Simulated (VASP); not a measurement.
# Rb (Fd-3m) in VASP: notebook

Runs on Rb. Level: LDA. Tasks: single point.

Everything below comes from runs of VASP 6.6.1. Logs are shortened: lines on timing, memory, paths and dates and some standing lists are left out, and cuts for length are marked.

## 1. The cell of the first run

The structure is cubic, space group Fd-3m (No. 227). Conventional cell: a = 8.924 Å, b = 8.924 Å, c = 8.924 Å, α = 90.00°, β = 90.00°, γ = 90.00°. Within 5.1 Å of Rb (site symmetry -43m) lie 4 Rb at 3.86 Å.

## 2. Single point, LDA (volume scaled by 0.75)

Input file INCAR:

```
SYSTEM = Rb
  PREC = Accurate
  ENCUT = 520
  EDIFF = 1E-6
  ISMEAR = -1
  SIGMA = 0.08
  LREAL = .False.
  LASPH = .True.
  NELM = 80
  ALGO = Normal
  ISIF = 2
  LWAVE = .False.
  LCHARG = .True.
  LELF = .True.
  LVHAR = .True.
  NBANDS = 16
```

Input file KPOINTS:

```
Automatic mesh
0
Gamma
  7 7 7
  0 0 0
```

Input file POSCAR:

```
Rb
1.0
    0.0000000000      4.4617593269      4.4617593269
    4.4617593269      0.0000000000      4.4617593269
    4.4617593269      4.4617593269      0.0000000000
Rb
2
Direct
   -0.1250000000     -0.1250000000     -0.1250000000
    0.1250000000      0.1250000000      0.1250000000
```

Potentials or basis: VASP PAW LDA potentials, release 64 (Rb_sv).

Run with:

```console
$ cat potpaw_LDA.64/Rb_sv/POTCAR > POTCAR
$ mpirun -np 1 vasp_std > vasp.out
```

OUTCAR:

```text
SYSTEM = Rb
   PREC = Accurate
   ENCUT = 520
   EDIFF = 1E-6
   ISMEAR = -1
   LREAL = .False.
   LASPH = .True.
   NELM = 80
   ISIF = 2

 ion  position               nearest neighbor table
   1  0.875  0.875  0.875-   2 3.86   2 3.86   2 3.86   2 3.86
   2  0.125  0.125  0.125-   1 3.86   1 3.86   1 3.86   1 3.86

  LATTYP: Found a face centered cubic cell.
 ALAT       =     8.9235186538

  Lattice vectors:

 A1 = (   0.0000000000,   4.4617593269,   4.4617593269)
 A2 = (   4.4617593269,   0.0000000000,   4.4617593269)
 A3 = (   4.4617593269,   4.4617593269,   0.0000000000)

Analysis of symmetry for initial positions (statically):
[... 5 lines left out ...]
 face centered cubic supercell.

 Subroutine GETGRP returns: Found 48 space group operations
 (whereof 12 operations were pure point group operations)
 out of a pool of 48 trial point group operations.

The static configuration has the point symmetry D_3d.
 The point group associated with its full space group is O_h .

Analysis of symmetry for dynamics (positions and initial velocities):
[... 5 lines left out ...]
 face centered cubic supercell.

 Subroutine GETGRP returns: Found 48 space group operations
 (whereof 12 operations were pure point group operations)
 out of a pool of 48 trial point group operations.

The dynamic configuration has the point symmetry D_3d.
 The point group associated with its full space group is O_h .

 Subroutine INISYM returns: Found 48 space group operations
 (whereof 12 operations are pure point group operations),
 and found     1 'primitive' translations

----------------------------------------------------------------------------------------

                                     Primitive cell

  volume of cell :     177.6431

  direct lattice vectors                    reciprocal lattice vectors
     0.000000000  4.461759327  4.461759327    -0.112063418  0.112063418  0.112063418
     4.461759327  0.000000000  4.461759327     0.112063418 -0.112063418  0.112063418
     4.461759327  4.461759327  0.000000000     0.112063418  0.112063418 -0.112063418

  length of vectors
     6.309880552  6.309880552  6.309880552     0.194099533  0.194099533  0.194099533

  position of ions in fractional coordinates (direct lattice)
     0.875000000  0.875000000  0.875000000
     0.125000000  0.125000000  0.125000000

  ion indices of the primitive-cell ions
   primitive index   ion index
                 1           1
                 2           2

[... 61 lines left out ...]
   LNONCOLLINEAR =      F non collinear calculations
   LSORBIT =      F    spin-orbit coupling
   LASPH  =      T    aspherical Exc in radial PAW
   ENCUT  =  520.0 eV  38.22 Ry    6.18 a.u.  11.73 11.73 11.73*2*pi/ulx,y,z
   NELM   =     80;   NELMIN=  2; NELMDL= -5     # of ELM steps
   EDIFF  = 0.1E-05   stopping-criterion for ELM
   LREAL  =      F    real-space projection
   EDIFFG = 0.1E-04   stopping-criterion for IOM
   NSW    =      0    number of steps for IOM
   IBRION =     -1    ionic relax: 0-MD 1-quasi-New 2-CG
   NFREE  =      0    steps in history (QN), initial steepest desc. (CG)
   ISIF   =      2    stress and relaxation
   ISYM   =      2    0-nonsym 1-usesym 2-fastsym
   POTIM  = 0.5000    time-step for ionic-motion
   TEBEG  =    0.0;   TEEND  =   0.0 temperature during run
   PSTRESS=    0.0 pullay stress
   NELECT =      18.0000    total number of electrons
   NUPDOWN=      -1.0000    fix difference up-down
   EMIN   =  10.00;   EMAX   =-10.00  energy-range for DOS
   EFERMI =   0.00;   METHOD = LEGACY
   ISMEAR =    -1;   SIGMA  =   0.08  broadening in eV -4-tet -1-fermi 0-gaus
   EFERMI_NEDOS =   21; number of points for ismear=-14 and -15
   IALGO  =     38    algorithm
   IMIX   =      4    mixing-type and parameters
     AMIX     =   0.40;   BMIX     =  1.00
     AMIX_MAG =   1.60;   BMIX_MAG =  1.00
  volume/ion in A,a.u.               =      88.82       599.40
  Fermi-wavevector in a.u.,A,eV,Ry     =   0.763220  1.442276  7.925451  0.582504
  Thomas-Fermi vector in A             =   1.862853
   LORBIT       =      0    0 simple, 1 ext, 2 COOP (PROOUT), +10 PAW based schemes
   GGA     = CA    functional components
   LHFCALC =     F    Hartree Fock is set to
   AEXX    =    0.0000 exact exchange contribution
   IVDW    =     0    specifies the selected vdW correction
   LEPSILON=     F    determine dielectric tensor
   LRPA    =     F    only Hartree local field effects (RPA)
 non-spin polarized calculation
  energy-cutoff  :      520.00
  volume of cell :      177.64
 maximum number of plane-waves:      4813
   NGX = 23   NGY = 23   NGZ = 23

 number of electron      18.0000000 magnetization

 Free energy of the ion-electron system (eV)
  ---------------------------------------------------
  ext. energy  EPLUGINS =         0.00000000
  ---------------------------------------------------
  free energy    TOTEN  =        -1.48591187 eV

  energy without entropy =       -1.44986876  energy(sigma->0) =       -1.46789032

 E-fermi :   0.0015     XC(G=0):  -5.6666

 val. band max:       -0.0421418428   @ k =  -0.4286   0.1429   0.0000
 cond. band min:       0.0529501743   @ k =  -0.2857   0.4286   0.1429
 fundamental gap:      0.0950920171
 Fermi energy:         0.0015216200

 k-point     1 :       0.0000    0.0000    0.0000
  band No.  band energies     occupation
      1     -29.3415      2.00000
      2     -29.2609      2.00000
      3     -13.6034      2.00000
      4     -13.6034      2.00000
      5     -13.6034      2.00000
      6     -13.3267      2.00000
[... 357 lines left out ...]
      3     -13.6769      2.00000
      4     -13.6642      2.00000
      5     -13.5006      2.00000
      6     -13.4396      2.00000
[... 8 lines left out ...]
     15       2.8558      0.00000
     16       2.9022      0.00000

------------------------ aborting loop because EDIFF is reached ----------------------------------------

  FORCE on cell =-STRESS in cart. coord.  units (eV):
  Direction    XX          YY          ZZ          XY          YZ          ZX
  --------------------------------------------------------------------------------------
  -------------------------------------------------------------------------------------
  Total        0.6332828      0.6332828      0.6332828     -0.0000000      0.0000000      0.0000000
  in kB        5.7116271      5.7116271      5.7116271     -0.0000000      0.0000000      0.0000000
  external PRESSURE =       5.7116271 kB  Pullay stress =       0.0000000 kB

 VOLUME and BASIS-vectors are now :
 -----------------------------------------------------------------------------
  energy-cutoff  :      520.00
  volume of cell :      177.64
      direct lattice vectors                 reciprocal lattice vectors
     0.000000000  4.461759327  4.461759327    -0.112063418  0.112063418  0.112063418
     4.461759327  0.000000000  4.461759327     0.112063418 -0.112063418  0.112063418
     4.461759327  4.461759327  0.000000000     0.112063418  0.112063418 -0.112063418

 POSITION                                       TOTAL-FORCE (eV/Angst)
 -----------------------------------------------------------------------------------
      7.80808      7.80808      7.80808        -0.000000      0.000000     -0.000000
      1.11544      1.11544      1.11544         0.000000     -0.000000      0.000000
 -----------------------------------------------------------------------------------
    total drift:                                0.000000      0.000000      0.000000

  FREE ENERGIE OF THE ION-ELECTRON SYSTEM (eV)
  ---------------------------------------------------
  free  energy   TOTEN  =        -1.4859118716 eV

  energy  without entropy=       -1.4498687615  energy(sigma->0) =       -1.46789032
```

OSZICAR:

```text
N       E                     dE             d eps       ncg     rms          rms(c)
DAV:   1     0.110645021540E+03    0.11065E+03   -0.69448E+03   640   0.853E+02
DAV:   2     0.932834401545E+01   -0.10132E+03   -0.97653E+02   872   0.183E+02
DAV:   3    -0.603330589936E+00   -0.99317E+01   -0.98924E+01   912   0.544E+01
DAV:   4    -0.149332773183E+01   -0.89000E+00   -0.88982E+00  1128   0.116E+01
DAV:   5    -0.149933193764E+01   -0.60042E-02   -0.60041E-02   848   0.111E+00    0.184E+00
DAV:   6    -0.149039799328E+01    0.89339E-02   -0.10702E-02   872   0.474E-01    0.116E+00
DAV:   7    -0.148596386447E+01    0.44341E-02   -0.15080E-02   832   0.534E-01    0.138E-01
DAV:   8    -0.148590816636E+01    0.55698E-04   -0.15646E-03   928   0.203E-01    0.392E-02
DAV:   9    -0.148591016103E+01   -0.19947E-05   -0.31887E-05   960   0.376E-02    0.213E-02
DAV:  10    -0.148591188286E+01   -0.17218E-05   -0.16306E-05   928   0.294E-02    0.608E-03
DAV:  11    -0.148591187158E+01    0.11282E-07   -0.87880E-07   672   0.624E-03
   1 F= -.14859119E+01 E0= -.14678903E+01  d E =-.360431E-01
```

stdout:

```text
POSCAR found type information on POSCAR Rb
 POSCAR found :  1 types and       2 ions
 scaLAPACK will be used
 LDA part: xc-table for (Slater(with rela. corr.)+CA(PZ))
 , standard interpolation
 POSCAR, INCAR and KPOINTS ok, starting setup
 FFT: planning ... GRIDC
 FFT: planning ... GRID_SOFT
 FFT: planning ... GRID
 WAVECAR not read
 entering main loop
```

Run time: 26 s. Hardware: 1 thread of Intel Xeon 6975P-C (Granite Rapids), shared host; peak memory 0.25 GiB.

Results:

| Item | Value |
| --- | --- |
| Free energy | -1.4859 eV |
| Pressure | 0.6 GPa |
| Band gap on the k mesh | zero (band 9 reaches 0.09 eV, above the bottom of band 10 at -0.04 eV) |

## 3. Single point, LDA (volume scaled by 0.85)

Input file INCAR:

```
PREC     = Accurate       # precision mode
ENCUT    = 520            # plane-wave cutoff, eV
EDIFF    = 1E-7           # SCF threshold, eV
ISMEAR   = -1             # smearing method
SIGMA    = 0.08           # smearing width, eV
LREAL    = F              # projectors in reciprocal space
LASPH    = T              # aspherical terms in the spheres
NELM     = 60             # most SCF steps
ALGO     = Normal         # electronic algorithm
ISIF     = 2              # what is computed and relaxed
LWAVE    = F              # write WAVECAR
LCHARG   = F              # write CHGCAR
GGA      = CA             # functional
NBANDS   = 16             # bands
```

Input file KPOINTS:

```
regular mesh
0
Gamma
  7 7 7
```

Input file POSCAR:

```
Rb
1.0
    0.0000000000      4.6518463431      4.6518463431
    4.6518463431      0.0000000000      4.6518463431
    4.6518463431      4.6518463431      0.0000000000
Rb
2
Direct
   -0.1250000000     -0.1250000000     -0.1250000000
    0.1250000000      0.1250000000      0.1250000000
```

Potentials or basis: VASP PAW LDA potentials, release 64 (Rb_sv).

Run with:

```console
$ cat potpaw_LDA.64/Rb_sv/POTCAR > POTCAR
$ mpirun -np 1 vasp_std > vasp.out
```

It took 33 s on 1 thread of Intel Xeon 6975P-C (Granite Rapids), shared host; peak memory 0.27 GiB.

It converged, with:

```yaml
Free_energy: -1.5477 eV
Pressure: 0.3 GPa
Band_gap_on_the_k_mesh: zero (band 9 reaches -0.22 eV, above the bottom of band 10 at -0.28 eV)
```

Levels at points of the mesh, in eV from the Fermi level:
```
           k point  band 7  band 8  band 9  band 10  band 11  band 12
(0.00, 0.00, 0.00)  -13.30  -13.30   -1.95     2.12     2.12     2.15
```

## 4. Single point, LDA (volume scaled by 0.95)

Input file INCAR:

```
SYSTEM = Rb
ALGO     = Normal         ! electronic algorithm
EDIFF    = 1E-7           ! SCF threshold, eV
ENCUT    = 520            ! plane-wave cutoff, eV
ISIF     = 2              ! what is computed and relaxed
ISMEAR   = -1             ! smearing method
LASPH    = .TRUE.         ! aspherical terms in the spheres
LCHARG   = .FALSE.        ! write CHGCAR
LREAL    = .FALSE.        ! projectors in reciprocal space
LWAVE    = .FALSE.        ! write WAVECAR
NBANDS   = 16             ! bands
NELM     = 80             ! most SCF steps
PREC     = Accurate       ! precision mode
SIGMA    = 0.08           ! smearing width, eV
```

Input file KPOINTS:

```
k-points
0
G
  7 7 7
  0 0 0
```

Input file POSCAR:

```
Rb
1.0
    0.0000000000      4.8275515590      4.8275515590
    4.8275515590      0.0000000000      4.8275515590
    4.8275515590      4.8275515590      0.0000000000
Rb
2
Direct
   -0.1250000000     -0.1250000000     -0.1250000000
    0.1250000000      0.1250000000      0.1250000000
```

Run with:

```console
$ cat potpaw_LDA.64/Rb_sv/POTCAR > POTCAR
$ mpirun -np 1 vasp_std > vasp.out
```

Run time: 46 s. Hardware: 1 thread of Intel Xeon 6975P-C (Granite Rapids), shared host; peak memory 0.3 GiB.

Results (log left out):

| Item | Value |
| --- | --- |
| Free energy | -1.5735 eV |
| Pressure | 0.1 GPa |

Levels at points of the mesh, in eV from the Fermi level:
| k point | band 6 | band 7 | band 8 | band 9 | band 10 | band 11 | band 12 | band 13 |
| --- | --- | --- | --- | --- | --- | --- | --- | --- |
| (0.00, 0.00, 0.00) | -13.27 | -13.27 | -13.27 | -1.79 | 2.11 | 2.11 | 2.11 | 2.16 |

## 5. Summary

```csv
cell,gap on the mesh (eV),pressure (GPa)
"a = 6.310 Å, angles 60.0°, 2 atoms",none,0.6
"a = 6.579 Å, angles 60.0°, 2 atoms",none,0.3
"a = 6.827 Å, angles 60.0°, 2 atoms",-,0.1
```

Alike in all rows: task single point; level LDA; potentials or basis VASP PAW LDA potentials, release 64 (Rb_sv); no spin polarisation; k mesh 7 × 7 × 7; cutoff (eV) 520; smearing fermi-dirac 0.08 eV.

Total energies depend on the potentials used, so only differences within one code and one set of settings carry meaning.
